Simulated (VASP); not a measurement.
Crystal: I.

```
CELL_PARAMETERS angstrom
0.00000 2.34972 3.88360
2.17753 0.00000 3.88360
2.17753 2.34972 0.00000
ATOMIC_POSITIONS crystal
I 0.00000 0.00000 0.00000
```

This cell differs from its parent crystal: volume scaled by 0.98.

Base run:

- Program: VASP 6.6.1
- Functional: PBE
- Potentials or basis: VASP PAW PBE potentials, release 64 (I)
- Cutoff: 520 eV
- k mesh: 9 × 9 × 9
- Occupations: fermi-dirac, width 0.05 eV
- Spin: no spin polarisation

Its results: pressure 1.0 GPa.

Question: The run is repeated on the same cell with these changes: functional from PBE to PBEsol; further incar settings from ALGO = Normal; EDIFF = 1e-06; NBANDS = 10 to ALGO = Normal; EDIFF = 1e-07; NBANDS = 10. What comes out?

Answer: Pressure -0.9 GPa.

Caveats: an odd number of electrons without spin polarisation forces a metal; a magnetic or distorted state may lie lower; the PAW data sets were made with another functional, which shifts forces and pressure a little (some runs).
